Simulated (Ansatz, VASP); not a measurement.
## One calculation of LiH, two programs

```
Li H
1.0
     2.88040    0.00000    0.00000
    -1.44020    2.49450    0.00000
     0.00000    0.00000    7.05551
Li H
3 3
Direct
  0.00000 0.00000 0.00000
  0.33333 0.66667 0.33333
  0.66667 0.33333 0.66667
  0.66667 0.33333 0.16667
  0.00000 0.00000 0.50000
  0.33333 0.66667 0.83333
```

Alike in both runs: task relaxation of cell and atoms; functional PBE; k mesh 9 × 9 × 4; occupations gaussian, width 0.02 eV; no spin polarisation.

```csv
,VASP,Ansatz
version,VASP 6.6.1,Ansatz 0.2.0
potentials or method,"VASP PAW PBE potentials, release 64 (Li_sv, H), cutoff 600 eV","scalar-relativistic, plane waves, PAW"
valence electrons in the cell,12,12
```

Ansatz gave:

* gap on the k mesh at the Fermi level, each at its own relaxed structure (eV): 3.28
* relaxed volume (Å³/atom): 8.04
* relaxed cell length with the largest relative difference (Å): 6.941

Problem. Estimate VASP's values.

Solution. gap on the k mesh at the Fermi level, each at its own relaxed structure (eV): 3.27; relaxed volume (Å³/atom): 7.98; relaxed cell length with the largest relative difference (Å): 6.922.

Noted on VASP's run: the cutoff is short for stress, so the pressure is rough.
